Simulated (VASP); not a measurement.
Crystal: TbW.

```
CELL_PARAMETERS angstrom
0.00000 2.88550 2.88550
2.88550 0.00000 2.88550
2.88550 2.88550 0.00000
ATOMIC_POSITIONS crystal
Tb 0.00000 0.00000 0.00000
W 0.50000 0.50000 0.50000
```

The cell was generated, and may not be a known phase.

- Program: VASP 6.6.1
- Task: relaxation of cell and atoms
- Functional: PBE
- Potentials or basis: VASP PAW PBE potentials, release 64 (Tb_3, W_sv), 4f in core
- Cutoff: 500 eV
- k mesh: 6 × 6 × 6
- Occupations: gaussian, width 0.2 eV
- Spin: no spin polarisation

At the start: pressure 1.8 GPa; volume 24.02 Å³/atom.

**Question.** Where does the relaxation end?

**Answer.** Over 3 steps the energy falls by 3.0 meV/atom and the volume is 24.59 Å³/atom (+2.3 %); space group Fm-3m (No. 225, to 0.1 Å) before and after.

The path:
```csv
step,energy change (eV),largest force (eV/Å),pressure (GPa),volume (Å³)
1,0.0000,0.0000,1.76,48.05
2,-0.0036,0.0000,-1.04,49.91
3,-0.0061,0.0000,0.00,49.18
```

Final structure:
```
Tb W
1.0
     0.00000    2.90787    2.90787
     2.90787    0.00000    2.90787
     2.90787    2.90787    0.00000
Tb W
1 1
Direct
  0.00000 0.00000 0.00000
  0.50000 0.50000 0.50000
```
